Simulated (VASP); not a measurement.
Set up this calculation in VASP 6.6.1, as the native input.

| Property | Result |
| --- | --- |
| Task | single point |
| Functional | PBEsol |
| Potentials or basis | VASP PAW PBE potentials, release 64 (Sr_sv, O) |
| Cutoff | 600 eV |
| k mesh | 10 × 10 × 10 |
| Occupations | gaussian, width 0.05 eV |
| Spin | no spin polarisation |
| Dipole correction | no |
| Further INCAR settings | ALGO = Normal; EDIFF = 1e-06; NBANDS = 15 |

The structure of SrO lies in POSCAR:

```
SrO
1.0
    0.0000000000      2.7874857681      2.7874857681
    2.7874857681      0.0000000000      2.7874857681
    2.7874857681      2.7874857681      0.0000000000
Sr O
1 1
Direct
    0.0000000000      0.0000000000      0.0000000000
    0.2500000000      0.2500000000      0.2500000000
```

These files were run (other wordings do the same):

INCAR

```
SYSTEM = SrO
PREC     = Accurate       ! precision mode
ENCUT    = 600            ! plane-wave cutoff, eV
EDIFF    = 1E-6           ! SCF threshold, eV
ISMEAR   = 0              ! smearing method
SIGMA    = 0.05           ! smearing width, eV
LREAL    = .FALSE.        ! projectors in reciprocal space
LASPH    = .TRUE.         ! aspherical terms in the spheres
NELM     = 120            ! most SCF steps
ALGO     = Normal         ! electronic algorithm
ISIF     = 2              ! what is computed and relaxed
LWAVE    = .FALSE.        ! write WAVECAR
LCHARG   = .FALSE.        ! write CHGCAR
GGA      = PS             ! functional
NBANDS   = 15             ! bands
GGA_COMPAT= .FALSE.
```

KPOINTS

```
regular mesh
0
G
  10 10 10
  0 0 0
```

Potentials or basis: VASP PAW PBE potentials, release 64 (Sr_sv, O).

Launch:

```sh
$ cat potpaw_PBE.64/Sr_sv/POTCAR potpaw_PBE.64/O/POTCAR > POTCAR
$ mpirun -np 1 vasp_std > vasp.out
```

It gave:

```
Pressure               : -0.8 GPa
Band gap on the k mesh : 2.41 eV, indirect (least direct gap 3.28 eV)
```

Caveat: the PAW data sets were made with another functional, which shifts forces and pressure a little.

Run time: 12 s on 1 thread of Intel(R) Xeon(R) 6975P-C (Granite Rapids), with other jobs on the host, peak memory 0.19 GiB.
